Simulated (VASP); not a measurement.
# Al (I4/mmm) in VASP: further runs, part 3 of 3

VASP 6.6.1. The steps go on from the part before.

### 7 Overview

| cell | gap on the mesh (eV) | pressure (GPa) |
| --- | --- | --- |
| a = 2.880, b = 2.880, c = 2.988 Å, angles 58.7, 58.7, 62.5°, 1 atom | none | -6.6 |
| a = 2.840, b = 2.840, c = 3.146 Å, angles 56.4, 56.4, 67.3°, 1 atom | none | -5.3 |
| a = 2.901, b = 2.901, c = 3.115 Å, angles 57.5, 57.5, 65.0°, 1 atom | none | -8.2 |
| a = 3.054, b = 3.054, c = 2.810 Å, angles 62.6, 62.6, 54.8°, 1 atom | none | -7.8 |
| a = 2.884, b = 2.884, c = 3.453 Å, angles 53.2, 53.2, 73.5°, 1 atom | none | -7.4 |

Alike in all rows: task single point; level PBE+D3(BJ); potentials or basis VASP PAW PBE potentials, release 64 (Al); no spin polarisation; k mesh 22 × 22 × 22; cutoff (eV) 520; smearing gaussian 0.15 eV.

Caveats: the cell stands under tension (at least some runs); the stress differs along the axes, from -10 to -5 GPa (at least some runs); the stress differs along the axes, from -12 to -6 GPa (at least some runs).

Total energies depend on the potentials used, so only differences within one code and one set of settings carry meaning.
